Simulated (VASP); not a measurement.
HfO2:

```
Hf O
1.0
     5.32183    0.00000    0.00000
     0.00000    5.10292    0.00000
     0.00000    0.00000    5.13139
Hf O
4 8
Direct
  0.96699 0.73252 0.74144
  0.53301 0.73252 0.24144
  0.46699 0.26748 0.74144
  0.03301 0.26748 0.24144
  0.63213 0.92865 0.87927
  0.86787 0.92865 0.37927
  0.23395 0.53988 0.49229
  0.26605 0.53988 0.99229
  0.76605 0.46012 0.99229
  0.73395 0.46012 0.49229
  0.13213 0.07135 0.87927
  0.36787 0.07135 0.37927
```

Base run:

| Quantity | Value |
| --- | --- |
| Program | VASP 6.6.1 |
| Functional | LDA |
| Potentials or basis | VASP PAW LDA potentials, release 64 (Hf_pv, O) |
| Cutoff | 520 eV |
| k mesh | 5 × 6 × 5 |
| Occupations | fermi-dirac, width 0.05 eV |
| Spin | no spin polarisation |

Its results: band gap on the k mesh 4.05 eV (least direct gap 4.27 eV); pressure -20.3 GPa; largest force 0.269 eV/Å.

Q: The run is repeated on the same cell with these changes: functional from LDA to SVWN5; potentials or basis from VASP PAW LDA potentials, release 64 (Hf_pv, O) to VASP PAW PBE potentials, release 64 (Hf_pv, O). What comes out?

A: Band gap on the k mesh 4.06 eV (least direct gap 4.28 eV); pressure -20.9 GPa; largest force 0.275 eV/Å.

Caveats: the cell stands under tension; spin-orbit coupling is left out, which moves the levels of the heavy elements; an odd mesh through Γ misses points on the zone boundary, where band edges can lie; the PAW data sets were made with another functional, which shifts forces and pressure a little (at least some runs).
